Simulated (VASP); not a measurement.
# Ag (I4_1/amd) in VASP: further runs

The runs below take Ag through single point, with PBE.

Everything below comes from runs of VASP 6.6.1. Logs are shortened: lines on timing, memory, paths and dates and some standing lists are left out, and cuts for length are marked.

**1. The cell of the first run**

Symmetry: I4_1/amd, No. 141, tetragonal system. Conventional cell: a = 4.472 Å, b = 4.472 Å, c = 2.370 Å, α = 90.00°, β = 90.00°, γ = 90.00°. Within 3.1 Å of Ag (site symmetry -4m2) lie 10 Ag at 2.31 to 2.86 Å.

**2. Single point, PBE**

INCAR

```
SYSTEM = Ag
PREC = Accurate ; ENCUT = 520
EDIFF = 1E-6 ; ISMEAR = -1
SIGMA = 0.1 ; LREAL = .False.
LASPH = .True. ; NELM = 80
ALGO = Normal ; ISIF = 2
LWAVE = .False. ; LCHARG = .False.
GGA = PE ; NBANDS = 18
```

KPOINTS

```
regular mesh
0
Gamma
  15 15 15
  0 0 0
```

POSCAR

```
Ag
1.0
   -2.2361315471      2.2361315471      1.1851874455
    2.2361315471     -2.2361315471      1.1851874455
    2.2361315471      2.2361315471     -1.1851874455
Ag
2
Direct
   -0.3750000000     -0.1250000000     -0.2500000000
    0.3750000000      0.1250000000      0.2500000000
```

Potentials or basis: VASP PAW PBE potentials, release 64 (Ag).

Launch:

```sh
> cat potpaw_PBE.64/Ag/POTCAR > POTCAR
> mpirun -np 1 vasp_std > vasp.out
```

OUTCAR:

```text
SYSTEM = Ag
   PREC = Accurate
   ENCUT = 520
   EDIFF = 1E-6
   ISMEAR = -1
   LREAL = .False.
   LASPH = .True.
   NELM = 80
   ISIF = 2
   GGA = PE

 ion  position               nearest neighbor table
   1  0.625  0.875  0.750-   2 2.31   2 2.31   2 2.31   2 2.31   2 2.86   2 2.86   2 2.86   2 2.86

   2  0.375  0.125  0.250-   1 2.31   1 2.31   1 2.31   1 2.31   1 2.86   1 2.86   1 2.86   1 2.86

  LATTYP: Found a body centered tetragonal cell.
 ALAT       =     4.4722630942
 C/A-ratio  =     0.5300168709

  Lattice vectors:

 A1 = (  -2.2361315471,   2.2361315471,   1.1851874455)
 A2 = (   2.2361315471,  -2.2361315471,   1.1851874455)
 A3 = (   2.2361315471,   2.2361315471,  -1.1851874455)

Analysis of symmetry for initial positions (statically):
=====================================================================
 Subroutine PRICEL returns:
 Original cell was already a primitive cell.

 Routine SETGRP: Setting up the symmetry group for a
 body centered tetragonal supercell.

 Subroutine GETGRP returns: Found 16 space group operations
 (whereof  4 operations were pure point group operations)
 out of a pool of 16 trial point group operations.

The static configuration has the point symmetry C_2h.
 The point group associated with its full space group is D_4h.

Analysis of symmetry for dynamics (positions and initial velocities):
=====================================================================
 Subroutine PRICEL returns:
 Original cell was already a primitive cell.

 Routine SETGRP: Setting up the symmetry group for a
 body centered tetragonal supercell.

 Subroutine GETGRP returns: Found 16 space group operations
 (whereof  4 operations were pure point group operations)
 out of a pool of 16 trial point group operations.

The dynamic configuration has the point symmetry C_2h.
 The point group associated with its full space group is D_4h.

 Subroutine INISYM returns: Found 16 space group operations
 (whereof  4 operations are pure point group operations),
 and found     1 'primitive' translations

----------------------------------------------------------------------------------------

                                     Primitive cell

  volume of cell :      23.7051

  direct lattice vectors                    reciprocal lattice vectors
    -2.236131547  2.236131547  1.185187445     0.000000000  0.223600441  0.421874195
     2.236131547 -2.236131547  1.185187445     0.223600441  0.000000000  0.421874195
     2.236131547  2.236131547 -1.185187445     0.223600441  0.223600441  0.000000000

  length of vectors
     3.377164176  3.377164176  3.377164176     0.477467270  0.477467270  0.316218776

  position of ions in fractional coordinates (direct lattice)
     0.625000000  0.875000000  0.750000000
     0.375000000  0.125000000  0.250000000

  ion indices of the primitive-cell ions
   primitive index   ion index
                 1           1
                 2           2

----------------------------------------------------------------------------------------

 KPOINTS: regular mesh

Automatic generation of k-mesh.
 Grid dimensions read from file:
 generate k-points for:   15   15   15

 Generating k-lattice:

  Cartesian coordinates                     Fractional coordinates (reciprocal lattice)
     0.000000000  0.014906696  0.028124946     0.066666667 -0.000000000  0.000000000
     0.014906696  0.000000000  0.028124946    -0.000000000  0.066666667  0.000000000
     0.014906696  0.014906696  0.000000000     0.000000000  0.000000000  0.066666667

  Length of vectors
     0.031831151  0.031831151  0.021081252

  Shift w.r.t. Gamma in fractional coordinates (k-lattice)
     0.000000000  0.000000000  0.000000000

 Subroutine IBZKPT returns following result:
 ===========================================

 Found    288 irreducible k-points:

 Following reciprocal coordinates:
            Coordinates               Weight
  0.000000  0.000000  0.000000      1.000000
  0.066667  0.000000 -0.000000      8.000000
  0.133333  0.000000 -0.000000      8.000000
  0.200000  0.000000 -0.000000      8.000000
  0.266667  0.000000 -0.000000      8.000000
  0.333333  0.000000  0.000000      8.000000
[... 16 lines left out ...]
  0.133333  0.133333  0.000000      8.000000
  0.200000  0.133333  0.000000     16.000000
 [... further k-points ...]
   k-points           NKPTS =    288   k-points in BZ     NKDIM =    288   number of bands    NBANDS=     18
   number of dos      NEDOS =    301   number of ions     NIONS =      2
   total plane-waves  NPLWV =  21952
   dimension x,y,z NGX =    28 NGY =   28 NGZ =   28
   dimension x,y,z NGXF=    56 NGYF=   56 NGZF=   56
   ions per type =               2
   NGX,Y,Z   is equivalent  to a cutoff of  13.78, 13.78, 13.78 a.u.
   NGXF,Y,Z  is equivalent  to a cutoff of  27.57, 27.57, 27.57 a.u.
 SYSTEM =  Ag
   PREC   = accura    normal or accurate (medium, high low for compatibility)
   ISTART =      0    job   : 0-new  1-cont  2-samecut
   ICHARG =      2    charge: 1-file 2-atom 10-const
   ISPIN  =      1    spin polarized calculation?
   LNONCOLLINEAR =      F non collinear calculations
   LSORBIT =      F    spin-orbit coupling
   LASPH  =      T    aspherical Exc in radial PAW
   ENCUT  =  520.0 eV  38.22 Ry    6.18 a.u.   6.28  6.28  6.28*2*pi/ulx,y,z
   NELM   =     80;   NELMIN=  2; NELMDL= -5     # of ELM steps
   EDIFF  = 0.1E-05   stopping-criterion for ELM
   LREAL  =      F    real-space projection
   EDIFFG = 0.1E-04   stopping-criterion for IOM
   NSW    =      0    number of steps for IOM
   IBRION =     -1    ionic relax: 0-MD 1-quasi-New 2-CG
   NFREE  =      0    steps in history (QN), initial steepest desc. (CG)
   ISIF   =      2    stress and relaxation
   ISYM   =      2    0-nonsym 1-usesym 2-fastsym
   POTIM  = 0.5000    time-step for ionic-motion
   TEBEG  =    0.0;   TEEND  =   0.0 temperature during run
   PSTRESS=    0.0 pullay stress
   NELECT =      22.0000    total number of electrons
   NUPDOWN=      -1.0000    fix difference up-down
   EMIN   =  10.00;   EMAX   =-10.00  energy-range for DOS
   EFERMI =   0.00;   METHOD = LEGACY
   ISMEAR =    -1;   SIGMA  =   0.10  broadening in eV -4-tet -1-fermi 0-gaus
   EFERMI_NEDOS =   21; number of points for ismear=-14 and -15
   IALGO  =     38    algorithm
   IMIX   =      4    mixing-type and parameters
     AMIX     =   0.40;   BMIX     =  1.00
     AMIX_MAG =   1.60;   BMIX_MAG =  1.00
  volume/ion in A,a.u.               =      11.85        79.98
  Fermi-wavevector in a.u.,A,eV,Ry     =   1.596866  3.017639 34.694599  2.549981
  Thomas-Fermi vector in A             =   2.694562
   LORBIT       =      0    0 simple, 1 ext, 2 COOP (PROOUT), +10 PAW based schemes
   GGA     = PE    functional components
   LHFCALC =     F    Hartree Fock is set to
   AEXX    =    0.0000 exact exchange contribution
   IVDW    =     0    specifies the selected vdW correction
   LEPSILON=     F    determine dielectric tensor
   LRPA    =     F    only Hartree local field effects (RPA)
 non-spin polarized calculation
  energy-cutoff  :      520.00
  volume of cell :       23.71
 maximum number of plane-waves:       673
 NGX is ok and might be reduce to    28
   NGX = 13   NGY = 13   NGZ = 13

 number of electron      22.0000000 magnetization

 Free energy of the ion-electron system (eV)
  ---------------------------------------------------
  ext. energy  EPLUGINS =         0.00000000
  ---------------------------------------------------
  free energy    TOTEN  =        -0.51574834 eV

  energy without entropy =       -0.50171583  energy(sigma->0) =       -0.50873208

 E-fermi :  14.9033     XC(G=0): -14.4519

 val. band max:       14.9030671053   @ k =  -0.3333  -0.4667   0.3333
 cond. band min:      14.9157694937   @ k =   0.4000   0.2000  -0.0000
 fundamental gap:      0.0127023883
 Fermi energy:        14.9033244584

 k-point     1 :       0.0000    0.0000    0.0000
  band No.  band energies     occupation
      1       3.9554      2.00000
      2       4.6650      2.00000
      3       5.5069      2.00000
      4       6.1984      2.00000
      5       6.5354      2.00000
      6      10.2506      2.00000
[... 10 lines left out ...]
     17      32.5981      0.00000
     18      39.1739      0.00000

 k-point     2 :       0.0667    0.0000   -0.0000
  band No.  band energies     occupation
      1       4.1488      2.00000
      2       4.7568      2.00000
      3       5.5387      2.00000
      4       6.4061      2.00000
      5       6.6597      2.00000
      6       9.7215      2.00000
[... 10 lines left out ...]
     17      32.9254      0.00000
     18      36.9426      0.00000

 k-point     3 :       0.1333    0.0000   -0.0000
  band No.  band energies     occupation
      1       4.6837      2.00000
      2       5.0190      2.00000
      3       5.6632      2.00000
      4       6.9184      2.00000
      5       7.0428      2.00000
      6       8.9521      2.00000
[... 10 lines left out ...]
     17      33.7518      0.00000
     18      34.2574      0.00000

 k-point     4 :       0.2000    0.0000   -0.0000
  band No.  band energies     occupation
      1       5.3854      2.00000
      2       5.4010      2.00000
      3       5.8578      2.00000
      4       7.3619      2.00000
      5       7.7646      2.00000
      6       8.1599      2.00000
[... 375 lines left out ...]
      4       6.1804      2.00000
      5       6.5189      2.00000
      6      10.2398      2.00000
[... 10 lines left out ...]
     17      32.4381      0.00000
     18      38.4245      0.00000

 k-point    23 :       0.1333    0.1333    0.0000
  band No.  band energies     occupation
      1       5.6220      2.00000
      2       5.8422      2.00000
      3       6.0037      2.00000
      4       7.4016      2.00000
      5       7.5130      2.00000
      6       8.7736      2.00000
[... 10 lines left out ...]
     17      31.3216      0.00000
     18      33.2565      0.00000

 k-point    24 :       0.2000    0.1333    0.0000
  band No.  band energies     occupation
      1       5.6018      2.00000
      2       5.8857      2.00000
      3       6.3998      2.00000
      4       7.3196      2.00000
      5       7.5656      2.00000
      6       8.5935      2.00000
[... 10 lines left out ...]
     17      31.0015      0.00000
     18      31.8244      0.00000

 [... further k-points ...]
[... 5 lines left out ...]
  --------------------------------------------------------------------------------------
  -------------------------------------------------------------------------------------
  Total       22.9450323     22.9450323     22.9872427     -0.0000000     -0.0000000      0.0000000
  in kB     1550.8061853   1550.8061853   1553.6590996     -0.0000000     -0.0000000      0.0000000
  external PRESSURE =    1551.7571567 kB  Pullay stress =       0.0000000 kB

 VOLUME and BASIS-vectors are now :
 -----------------------------------------------------------------------------
  energy-cutoff  :      520.00
  volume of cell :       23.71
      direct lattice vectors                 reciprocal lattice vectors
    -2.236131547  2.236131547  1.185187445     0.000000000  0.223600441  0.421874195
     2.236131547 -2.236131547  1.185187445     0.223600441  0.000000000  0.421874195
     2.236131547  2.236131547 -1.185187445     0.223600441  0.223600441  0.000000000

 POSITION                                       TOTAL-FORCE (eV/Angst)
 -----------------------------------------------------------------------------------
      2.23613      1.11807      0.88889         0.000000      0.000000      0.000000
     -0.00000      1.11807      0.29630        -0.000000     -0.000000     -0.000000
 -----------------------------------------------------------------------------------
    total drift:                                0.000000      0.000000     -0.000000

  FREE ENERGIE OF THE ION-ELECTRON SYSTEM (eV)
  ---------------------------------------------------
  free  energy   TOTEN  =        -0.5157483440 eV

  energy  without entropy=       -0.5017158255  energy(sigma->0) =       -0.50873208
```

It took 3.3 min on 1 thread of Intel Xeon 8259CL, shared host; peak memory 0.24 GiB.

Results:

- Free energy: -0.5157 eV
- Pressure: 155.2 GPa
- Band gap on the k mesh: zero (bands 11 and 12 overlap by 7.05 eV)

Levels at points of the mesh, in eV from the Fermi level:
| k point | band 7 | band 8 | band 9 | band 10 | band 11 | band 12 | band 13 | band 14 | band 15 | band 16 |
| --- | --- | --- | --- | --- | --- | --- | --- | --- | --- | --- |
| (0.00, 0.00, 0.00) | -4.65 | -4.60 | -4.60 | -3.06 | -1.82 | 4.85 | 4.85 | 13.74 | 15.34 | 17.69 |

Caveat: the cell stands under pressure.

**3. Single point, PBE**

This run uses another cell than the first one, of 13.83 Å³/atom.

INCAR

```
SYSTEM = Ag
PREC = Accurate
ENCUT = 520
EDIFF = 1E-6
ISMEAR = -1
SIGMA = 0.1
LREAL = .FALSE.
LASPH = .TRUE.
NELM = 80
ALGO = Normal
ISIF = 2
LWAVE = .FALSE.
LCHARG = .TRUE.
GGA = PE
LELF = .TRUE.
LVHAR = .TRUE.
NBANDS = 18
```

KPOINTS

```
Automatic mesh
0
G
  15 15 15
  0 0 0
```

POSCAR

```
Ag
1.0
   -2.3551260909      2.3551260909      1.2465227290
    2.3551260909     -2.3551260909      1.2465227290
    2.3551260909      2.3551260909     -1.2465227290
Ag
2
Direct
   -0.3750000000     -0.1250000000     -0.2500000000
    0.3750000000      0.1250000000      0.2500000000
```

Potentials or basis: VASP PAW PBE potentials, release 64 (Ag).

Launch:

```sh
> cat potpaw_PBE.64/Ag/POTCAR > POTCAR
> mpirun -np 1 vasp_std > vasp.out
```

OUTCAR:

```text
SYSTEM = Ag
   PREC = Accurate
   ENCUT = 520
   EDIFF = 1E-6
   ISMEAR = -1
   LREAL = .FALSE.
   LASPH = .TRUE.
   NELM = 80
   ISIF = 2
   GGA = PE

 ion  position               nearest neighbor table
   1  0.625  0.875  0.750-   2 2.44   2 2.44   2 2.44   2 2.44   2 3.01   2 3.01   2 3.01   2 3.01

   2  0.375  0.125  0.250-   1 2.44   1 2.44   1 2.44   1 2.44   1 3.01   1 3.01   1 3.01   1 3.01

  LATTYP: Found a body centered tetragonal cell.
 ALAT       =     4.7102521818
 C/A-ratio  =     0.5292806758

  Lattice vectors:

 A1 = (  -2.3551260909,   2.3551260909,   1.2465227290)
 A2 = (   2.3551260909,  -2.3551260909,   1.2465227290)
 A3 = (   2.3551260909,   2.3551260909,  -1.2465227290)

Analysis of symmetry for initial positions (statically):
=====================================================================
 Subroutine PRICEL returns:
 Original cell was already a primitive cell.

 Routine SETGRP: Setting up the symmetry group for a
 body centered tetragonal supercell.

 Subroutine GETGRP returns: Found 16 space group operations
 (whereof  4 operations were pure point group operations)
 out of a pool of 16 trial point group operations.

The static configuration has the point symmetry C_2h.
 The point group associated with its full space group is D_4h.

Analysis of symmetry for dynamics (positions and initial velocities):
=====================================================================
 Subroutine PRICEL returns:
 Original cell was already a primitive cell.

 Routine SETGRP: Setting up the symmetry group for a
 body centered tetragonal supercell.

 Subroutine GETGRP returns: Found 16 space group operations
 (whereof  4 operations were pure point group operations)
 out of a pool of 16 trial point group operations.

The dynamic configuration has the point symmetry C_2h.
[... 106 lines left out ...]
   ISIF   =      2    stress and relaxation
   ISYM   =      2    0-nonsym 1-usesym 2-fastsym
   POTIM  = 0.5000    time-step for ionic-motion
   TEBEG  =    0.0;   TEEND  =   0.0 temperature during run
   PSTRESS=    0.0 pullay stress
   NELECT =      22.0000    total number of electrons
   NUPDOWN=      -1.0000    fix difference up-down
   EMIN   =  10.00;   EMAX   =-10.00  energy-range for DOS
   EFERMI =   0.00;   METHOD = LEGACY
   ISMEAR =    -1;   SIGMA  =   0.10  broadening in eV -4-tet -1-fermi 0-gaus
   EFERMI_NEDOS =   21; number of points for ismear=-14 and -15
   IALGO  =     38    algorithm
   IMIX   =      4    mixing-type and parameters
     AMIX     =   0.40;   BMIX     =  1.00
     AMIX_MAG =   1.60;   BMIX_MAG =  1.00
  volume/ion in A,a.u.               =      13.83        93.32
  Fermi-wavevector in a.u.,A,eV,Ry     =   1.516886  2.866499 31.306223  2.300943
  Thomas-Fermi vector in A             =   2.626215
   LORBIT       =      0    0 simple, 1 ext, 2 COOP (PROOUT), +10 PAW based schemes
   GGA     = PE    functional components
   LHFCALC =     F    Hartree Fock is set to
   AEXX    =    0.0000 exact exchange contribution
   IVDW    =     0    specifies the selected vdW correction
   LEPSILON=     F    determine dielectric tensor
   LRPA    =     F    only Hartree local field effects (RPA)
 non-spin polarized calculation
  energy-cutoff  :      520.00
  volume of cell :       27.66
 maximum number of plane-waves:       760
   NGX = 13   NGY = 13   NGZ = 13

 number of electron      21.9999996 magnetization

 Free energy of the ion-electron system (eV)
  ---------------------------------------------------
  ext. energy  EPLUGINS =         0.00000000
  ---------------------------------------------------
  free energy    TOTEN  =        -3.17805219 eV

  energy without entropy =       -3.16356303  energy(sigma->0) =       -3.17080761

 E-fermi :  11.8067     XC(G=0): -13.4420

 val. band max:       11.7867370974   @ k =  -0.3333   0.4000   0.2000
 cond. band min:      11.8423477037   @ k =  -0.3333  -0.4667   0.3333
 fundamental gap:      0.0556106062
 Fermi energy:        11.8067128992

 k-point     1 :       0.0000    0.0000    0.0000
  band No.  band energies     occupation
      1       2.3707      2.00000
      2       3.3568      2.00000
      3       3.9128      2.00000
      4       4.4516      2.00000
      5       4.7356      2.00000
      6       7.6746      2.00000
[... 481 lines left out ...]
      5       5.6099      2.00000
      6       6.3691      2.00000
[... 10 lines left out ...]
     17      26.7069      0.00000
     18      27.1317      0.00000

 [... further k-points ...]
[... 5 lines left out ...]
  --------------------------------------------------------------------------------------
  -------------------------------------------------------------------------------------
  Total       12.2570830     12.2570830     12.2666542      0.0000000      0.0000000      0.0000000
  in kB      710.0831220    710.0831220    710.6376033      0.0000000      0.0000000      0.0000000
  external PRESSURE =     710.2679491 kB  Pullay stress =       0.0000000 kB

 VOLUME and BASIS-vectors are now :
 -----------------------------------------------------------------------------
  energy-cutoff  :      520.00
  volume of cell :       27.66
      direct lattice vectors                 reciprocal lattice vectors
    -2.355126091  2.355126091  1.246522729     0.000000000  0.212302858  0.401115831
     2.355126091 -2.355126091  1.246522729     0.212302858  0.000000000  0.401115831
     2.355126091  2.355126091 -1.246522729     0.212302858  0.212302858  0.000000000

 POSITION                                       TOTAL-FORCE (eV/Angst)
 -----------------------------------------------------------------------------------
      2.35513      1.17756      0.93489        -0.000000      0.000000     -0.000000
      0.00000      1.17756      0.31163         0.000000     -0.000000      0.000000
 -----------------------------------------------------------------------------------
    total drift:                                0.000000      0.000000     -0.000000

  FREE ENERGIE OF THE ION-ELECTRON SYSTEM (eV)
  ---------------------------------------------------
  free  energy   TOTEN  =        -3.1780521880 eV

  energy  without entropy=       -3.1635630350  energy(sigma->0) =       -3.17080761
```

stdout:

```text
POSCAR found type information on POSCAR Ag
 POSCAR found :  1 types and       2 ions
 scaLAPACK will be used
 LDA part: xc-table for (Slater+PW92), standard interpolation
 POSCAR, INCAR and KPOINTS ok, starting setup
 FFT: planning ... GRIDC
 FFT: planning ... GRID_SOFT
 FFT: planning ... GRID
 WAVECAR not read
 entering main loop
```

It took 3.4 min on 1 thread of Intel Xeon 8259CL, shared host; peak memory 0.25 GiB.

Results:

| Item | Value |
| --- | --- |
| Free energy | -3.1781 eV |
| Pressure | 71.0 GPa |
| Band gap on the k mesh | zero (bands 11 and 12 overlap by 6.50 eV) |

Caveat: the cell stands under pressure.

(Continued in part 2 of 2.)

The gap in the log of VASP goes by the Fermi energy; the results here count the filled bands.